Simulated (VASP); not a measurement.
Here is a VASP 6.6.1 calculation.

The input INCAR:

```
  PREC = Accurate
  ENCUT = 520
  EDIFF = 1E-6
  ISMEAR = -1
  SIGMA = 0.1
  LREAL = False
  LASPH = True
  NELM = 80
  ALGO = Normal
  ISIF = 2
  LWAVE = False
  LCHARG = False
  NBANDS = 14
```

The input KPOINTS:

```
Automatic mesh
0
Gamma
  24 24 3
```

POSCAR

```
B
1.0
    1.7615256390      0.0000000000      0.0000000000
   -0.8807628195      1.5255259528      0.0000000000
    0.0000000000      0.0000000000     14.4064581132
B
4
Direct
    0.0000000000      1.0000000000      0.0000000000
    0.0000000000      0.0000000000      0.5000000000
    0.3333333333      0.6666666667      0.2500000000
    0.6666666667      0.3333333333      0.7500000000
```

Potentials or basis: VASP PAW LDA potentials, release 64 (B).

Command:

```sh
$ cat potpaw_LDA.64/B/POTCAR > POTCAR
$ mpirun -np 1 vasp_std > vasp.out
```

(1) Predict the pressure.

(2) Predict the band gap on the k mesh.

Answers

(1) -18.9 GPa.

(2) zero (band 6 reaches 7.92 eV, above the bottom of band 7 at -2.26 eV).
